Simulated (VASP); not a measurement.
# ScTi3N3 (P4/mmm) in VASP: further runs

Runs on ScTi3N3. Level: PBE. Tasks: relaxation of shape and atoms at fixed volume, relaxation of cell and atoms.

Everything below comes from runs of VASP 6.6.1. Logs are shortened: lines on timing, memory, paths and dates and some standing lists are left out, and cuts for length are marked.

**1. The cell of the first run**

It takes space group P4/mmm (No. 123, tetragonal). Conventional cell: a = 3.155 Å, b = 3.155 Å, c = 8.815 Å, α = 90.00°, β = 90.00°, γ = 90.00°. Sc (site symmetry 4/mmm) has 6 N at 2.23 to 2.31 Å within 3.0 Å. Ti (site symmetry 4mm) has 5 N at 2.13 to 2.24 Å within 2.8 Å. Within 2.8 Å of Ti (site symmetry 4/mmm) lie 2 N at 2.09 Å. N (site symmetry 4mm) has 5 Ti at 2.09 to 2.24 Å and 1 Sc at 2.31 Å within 2.8 Å. N (site symmetry 4/mmm) has 2 Ti at 2.13 Å and 4 Sc at 2.23 Å within 2.8 Å.

**2. Relaxation of shape and atoms at fixed volume, PBE (volume scaled by 1.10)**

Contents of INCAR:

```
SYSTEM = ScTi3N3
  ALGO = Normal
  EDIFF = 1E-7
  EDIFFG = -0.01
  ENCUT = 600
  GGA = PE
  IBRION = 2
  ISIF = 4
  ISMEAR = 0
  LASPH = .True.
  LCHARG = .False.
  LREAL = .False.
  LWAVE = .False.
  NELM = 100
  NSW = 50
  PREC = Accurate
  SIGMA = 0.1
```

Contents of KPOINTS:

```
k-points
0
Gamma
  10 10 4
  0 0 0
```

Contents of POSCAR:

```
ScTi3N3
1.0
    3.1549026211      0.0000000000      0.0000000000
    0.0000000000      3.1549026211      0.0000000000
    0.0000000000      0.0000000000      8.8151838754
Sc Ti N
1 3 3
Direct
    0.0000000000      0.0000000000      0.0000000000
    0.5000000000      0.5000000000      0.7587014176
    0.0000000000      0.0000000000      0.5000000000
    0.5000000000      0.5000000000      0.2412985824
    0.0000000000      0.0000000000      0.7375183489
    0.5000000000      0.5000000000      0.0000000000
    0.0000000000      0.0000000000      0.2624816511
```

Potentials or basis: VASP PAW PBE potentials, release 64 (Sc_sv, Ti_sv, N).

Launch:

```
> cat potpaw_PBE.64/Sc_sv/POTCAR potpaw_PBE.64/Ti_sv/POTCAR potpaw_PBE.64/N/POTCAR > POTCAR
> mpirun -np 1 vasp_std > vasp.out
```

OUTCAR:

```text
SYSTEM = ScTi3N3
   EDIFF = 1E-7
   EDIFFG = -0.01
   ENCUT = 600
   GGA = PE
   IBRION = 2
   ISIF = 4
   ISMEAR = 0
   LASPH = .True.
   LREAL = .False.
   NELM = 100
   NSW = 50
   PREC = Accurate

 ion  position               nearest neighbor table
   1  0.000  0.000  0.000-   6 2.23   6 2.23   6 2.23   6 2.23   7 2.31   5 2.31   4 3.08   4 3.08
                             2 3.08   4 3.08   2 3.08   2 3.08   4 3.08   2 3.08
   2  0.500  0.500  0.759-   6 2.13   5 2.24   5 2.24   5 2.24   5 2.24   1 3.08   1 3.08   1 3.08
                             1 3.08
   3  0.000  0.000  0.500-   5 2.09   7 2.09
   4  0.500  0.500  0.241-   6 2.13   7 2.24   7 2.24   7 2.24   7 2.24   1 3.08   1 3.08   1 3.08
                             1 3.08
   5  0.000  0.000  0.738-   3 2.09   2 2.24   2 2.24   2 2.24   2 2.24   1 2.31
   6  0.500  0.500  0.000-   2 2.13   4 2.13   1 2.23   1 2.23   1 2.23   1 2.23
   7  0.000  0.000  0.262-   3 2.09   4 2.24   4 2.24   4 2.24   4 2.24   1 2.31

  LATTYP: Found a simple tetragonal cell.
 ALAT       =     3.1549026211
 C/A-ratio  =     2.7941223341

  Lattice vectors:

 A1 = (   3.1549026211,   0.0000000000,   0.0000000000)
 A2 = (   0.0000000000,   3.1549026211,   0.0000000000)
 A3 = (   0.0000000000,   0.0000000000,   8.8151838754)

Analysis of symmetry for initial positions (statically):
=====================================================================
 Subroutine PRICEL returns:
 Original cell was already a primitive cell.

 Routine SETGRP: Setting up the symmetry group for a
 simple tetragonal supercell.

 Subroutine GETGRP returns: Found 16 space group operations
 (whereof 16 operations were pure point group operations)
 out of a pool of 16 trial point group operations.

The static configuration has the point symmetry D_4h.

Analysis of symmetry for dynamics (positions and initial velocities):
=====================================================================
 Subroutine PRICEL returns:
 Original cell was already a primitive cell.

 Routine SETGRP: Setting up the symmetry group for a
 simple tetragonal supercell.

 Subroutine GETGRP returns: Found 16 space group operations
 (whereof 16 operations were pure point group operations)
 out of a pool of 16 trial point group operations.

The dynamic configuration has the point symmetry D_4h.

 Subroutine INISYM returns: Found 16 space group operations
 (whereof 16 operations are pure point group operations),
 and found     1 'primitive' translations

----------------------------------------------------------------------------------------

                                     Primitive cell

  volume of cell :      87.7411

  direct lattice vectors                    reciprocal lattice vectors
     3.154902621  0.000000000  0.000000000     0.316966994  0.000000000  0.000000000
     0.000000000  3.154902621  0.000000000     0.000000000  0.316966994  0.000000000
     0.000000000  0.000000000  8.815183875     0.000000000  0.000000000  0.113440629

  length of vectors
     3.154902621  3.154902621  8.815183875     0.316966994  0.316966994  0.113440629

  position of ions in fractional coordinates (direct lattice)
     0.000000000  0.000000000  0.000000000
     0.500000000  0.500000000  0.758701418
     0.000000000  0.000000000  0.500000000
     0.500000000  0.500000000  0.241298582
     0.000000000  0.000000000  0.737518349
     0.500000000  0.500000000  0.000000000
     0.000000000  0.000000000  0.262481651

  ion indices of the primitive-cell ions
   primitive index   ion index
                 1           1
                 2           2
                 3           3
                 4           4
                 5           5
                 6           6
                 7           7

----------------------------------------------------------------------------------------

 KPOINTS: k-points

Automatic generation of k-mesh.
 Grid dimensions read from file:
 generate k-points for:   10   10    4

 Generating k-lattice:

  Cartesian coordinates                     Fractional coordinates (reciprocal lattice)
     0.031696699  0.000000000  0.000000000     0.100000000  0.000000000  0.000000000
     0.000000000  0.031696699  0.000000000     0.000000000  0.100000000  0.000000000
     0.000000000  0.000000000  0.028360157     0.000000000  0.000000000  0.250000000

  Length of vectors
     0.031696699  0.031696699  0.028360157

  Shift w.r.t. Gamma in fractional coordinates (k-lattice)
     0.000000000  0.000000000  0.000000000

 Subroutine IBZKPT returns following result:
 ===========================================

 Found     63 irreducible k-points:

 Following reciprocal coordinates:
            Coordinates               Weight
  0.000000  0.000000  0.000000      1.000000
  0.100000  0.000000  0.000000      4.000000
  0.200000  0.000000  0.000000      4.000000
  0.300000  0.000000  0.000000      4.000000
  0.400000  0.000000  0.000000      4.000000
  0.500000  0.000000  0.000000      2.000000
[... 16 lines left out ...]
  0.100000  0.000000  0.250000      8.000000
  0.200000  0.000000  0.250000      8.000000
 [... further k-points ...]
   k-points           NKPTS =     63   k-points in BZ     NKDIM =     63   number of bands    NBANDS=     37
   number of dos      NEDOS =    301   number of ions     NIONS =      7
   total plane-waves  NPLWV =  54880
   dimension x,y,z NGX =    28 NGY =   28 NGZ =   70
   dimension x,y,z NGXF=    56 NGYF=   56 NGZF=  140
   ions per type =               1   3   3
   NGX,Y,Z   is equivalent  to a cutoff of  14.75, 14.75, 13.20 a.u.
   NGXF,Y,Z  is equivalent  to a cutoff of  29.51, 29.51, 26.40 a.u.
 SYSTEM =  ScTi3N3
   PREC   = accura    normal or accurate (medium, high low for compatibility)
   ISTART =      0    job   : 0-new  1-cont  2-samecut
   ICHARG =      2    charge: 1-file 2-atom 10-const
   ISPIN  =      1    spin polarized calculation?
   LNONCOLLINEAR =      F non collinear calculations
   LSORBIT =      F    spin-orbit coupling
   LASPH  =      T    aspherical Exc in radial PAW
   ENCUT  =  600.0 eV  44.10 Ry    6.64 a.u.   6.30  6.30 17.61*2*pi/ulx,y,z
   NELM   =    100;   NELMIN=  2; NELMDL= -5     # of ELM steps
   EDIFF  = 0.1E-06   stopping-criterion for ELM
   LREAL  =      F    real-space projection
   EDIFFG = -.1E-01   stopping-criterion for IOM
   NSW    =     50    number of steps for IOM
   IBRION =      2    ionic relax: 0-MD 1-quasi-New 2-CG
   NFREE  =      1    steps in history (QN), initial steepest desc. (CG)
   ISIF   =      4    stress and relaxation
   ISYM   =      2    0-nonsym 1-usesym 2-fastsym
   POTIM  = 0.5000    time-step for ionic-motion
   TEBEG  =    0.0;   TEEND  =   0.0 temperature during run
   PSTRESS=    0.0 pullay stress
   NELECT =      62.0000    total number of electrons
   NUPDOWN=      -1.0000    fix difference up-down
   EMIN   =  10.00;   EMAX   =-10.00  energy-range for DOS
   EFERMI =   0.00;   METHOD = LEGACY
   ISMEAR =     0;   SIGMA  =   0.10  broadening in eV -4-tet -1-fermi 0-gaus
   EFERMI_NEDOS =   21; number of points for ismear=-14 and -15
   IALGO  =     38    algorithm
   IMIX   =      4    mixing-type and parameters
     AMIX     =   0.40;   BMIX     =  1.00
     AMIX_MAG =   1.60;   BMIX_MAG =  1.00
  volume/ion in A,a.u.               =      12.53        84.59
  Fermi-wavevector in a.u.,A,eV,Ry     =   1.458157  2.755517 28.929006  2.126222
  Thomas-Fermi vector in A             =   2.574874
   LORBIT       =      0    0 simple, 1 ext, 2 COOP (PROOUT), +10 PAW based schemes
   GGA     = PE    functional components
   LHFCALC =     F    Hartree Fock is set to
   AEXX    =    0.0000 exact exchange contribution
   IVDW    =     0    specifies the selected vdW correction
   LEPSILON=     F    determine dielectric tensor
   LRPA    =     F    only Hartree local field effects (RPA)
 conjugate gradient relaxation of ions
 non-spin polarized calculation
 Gauss-broadening in eV      SIGMA  =   0.10
  energy-cutoff  :      600.00
  volume of cell :       87.74
 maximum number of plane-waves:      2954
 NGX is ok and might be reduce to    28
   NGX = 13   NGY = 13   NGZ = 35

--------------------------------------- Ionic step        1  -------------------------------------------

 number of electron      62.0000005 magnetization

 Free energy of the ion-electron system (eV)
  ---------------------------------------------------
  ext. energy  EPLUGINS =         0.00000000
  ---------------------------------------------------
  free energy    TOTEN  =       -65.12148129 eV

  energy without entropy =      -65.10774718  energy(sigma->0) =      -65.11461424

------------------------ aborting loop because EDIFF is reached ----------------------------------------

  FORCE on cell =-STRESS in cart. coord.  units (eV):
  Direction    XX          YY          ZZ          XY          YZ          ZX
  --------------------------------------------------------------------------------------
  -------------------------------------------------------------------------------------
  Total       -8.6995777     -8.6995777     -9.1697410      0.0000000     -0.0000000      0.0000000
  in kB     -158.8566719   -158.8566719   -167.4419822      0.0000000     -0.0000000      0.0000000
  external PRESSURE =    -161.7184420 kB  Pullay stress =       0.0000000 kB
[... 149 lines left out ...]
  energy  without entropy=      -65.1096252481  energy(sigma->0) =      -65.11645495

--------------------------------------- Ionic step        5  -------------------------------------------

 number of electron      62.0000009 magnetization

 Free energy of the ion-electron system (eV)
  ---------------------------------------------------
  ext. energy  EPLUGINS =         0.00000000
  ---------------------------------------------------
  free energy    TOTEN  =       -65.12337876 eV

  energy without entropy =      -65.10983715  energy(sigma->0) =      -65.11660796

 E-fermi :   8.0088     XC(G=0): -11.7686

 val. band max:        7.9968812545   @ k =   0.3000   0.1000   0.5000
 cond. band min:       8.0318216925   @ k =   0.3000   0.3000   0.2500
 fundamental gap:      0.0349404380
 Fermi energy:         8.0088445650

 k-point     1 :       0.0000    0.0000    0.0000
  band No.  band energies     occupation
      1     -49.7401      2.00000
      2     -49.7392      2.00000
      3     -49.1054      2.00000
      4     -41.1184      2.00000
      5     -25.9491      2.00000
      6     -25.9397      2.00000
[... 949 lines left out ...]
     36       9.0886      0.00000
     37       9.4638      0.00000

 [... further k-points ...]
[... 5 lines left out ...]
  --------------------------------------------------------------------------------------
  -------------------------------------------------------------------------------------
  Total       -8.7597635     -8.7597635     -8.7040658      0.0000000      0.0000000      0.0000000
  in kB     -159.9556806   -159.9556806   -158.9386267      0.0000000      0.0000000      0.0000000
  external PRESSURE =    -159.6166626 kB  Pullay stress =       0.0000000 kB
[... 22 lines left out ...]
  FREE ENERGIE OF THE ION-ELECTRON SYSTEM (eV)
  ---------------------------------------------------
  free  energy   TOTEN  =       -65.1233787616 eV

  energy  without entropy=      -65.1098371533  energy(sigma->0) =      -65.11660796

 reached required accuracy - stopping structural energy minimisation
```

Wall time 14 min (1 thread of Intel Xeon Platinum 8488C (Sapphire Rapids), shared host); peak memory 0.37 GiB.

Results:

```
Free energy                  : -65.1234 eV
Energy gained by relaxing    : 0.3 meV/atom
Ionic steps                  : 5
Pressure after relaxing      : -16.0 GPa
Largest force after relaxing : 0.010 eV/Å
Band gap on the k mesh       : zero (band 31 reaches 8.36 eV, above the bottom of band 32 at 7.64 eV)
```

Forces on the atoms (eV/Å):
```
Sc   0.000  0.000  0.000
Ti   0.000  0.000  0.010
Ti   0.000  0.000  0.000
Ti   0.000  0.000 -0.010
N    0.000  0.000  0.005
N    0.000  0.000  0.000
N    0.000  0.000 -0.005
```

Stress tensor (GPa, compression positive):
```
-16.00   0.00   0.00
  0.00 -16.00   0.00
  0.00   0.00 -15.89
```

The path:
```csv
step,energy change (eV),largest force (eV/Å),pressure (GPa),volume (Å³)
1,0.0000,0.1177,-16.17,87.74
2,-0.0017,0.0491,-16.02,87.74
3,-0.0018,0.0252,-15.97,87.74
4,-0.0018,0.0232,-15.97,87.74
5,-0.0019,0.0100,-15.96,87.74
```

Final structure:
```
Sc Ti N
1.0
     3.15878    0.00000    0.00000
     0.00000    3.15878    0.00000
     0.00000    0.00000    8.79356
Sc Ti N
1 3 3
Direct
  0.00000 0.00000 0.00000
  0.50000 0.50000 0.75975
  0.00000 0.00000 0.50000
  0.50000 0.50000 0.24025
  0.00000 0.00000 0.73713
  0.50000 0.50000 0.00000
  0.00000 0.00000 0.26287
```

Levels at points of the mesh, in eV from the Fermi level:
| k point | band 27 | band 28 | band 29 | band 30 | band 31 | band 32 | band 33 | band 34 | band 35 | band 36 |
| --- | --- | --- | --- | --- | --- | --- | --- | --- | --- | --- |
| (0.00, 0.00, 0.00) | -2.60 | -2.21 | -2.21 | -1.95 | -1.34 | -0.37 | 0.28 | 0.28 | 0.60 | 0.98 |
| (0.50, 0.00, 0.00) | -4.17 | -3.84 | -0.95 | -0.66 | -0.46 | 0.77 | 1.04 | 1.48 | 1.65 | 1.71 |
| (0.50, 0.50, 0.00) | -3.84 | -2.53 | -1.79 | -1.79 | -1.58 | 0.69 | 0.69 | 1.86 | 1.86 | 1.98 |
| (0.00, 0.00, 0.50) | -2.44 | -2.38 | -2.38 | -1.79 | -1.62 | -0.07 | 0.43 | 0.43 | 0.43 | 1.02 |
| (0.50, 0.00, 0.50) | -4.27 | -3.85 | -0.95 | -0.60 | -0.37 | 0.54 | 1.20 | 1.54 | 1.59 | 1.71 |
| (0.50, 0.50, 0.50) | -3.82 | -3.28 | -1.59 | -1.59 | -1.33 | 0.36 | 0.36 | 1.52 | 2.09 | 2.09 |

Caveat: the cell differs from its parent crystal (volume scaled by 1.10).

(Continued in part 2 of 2.)
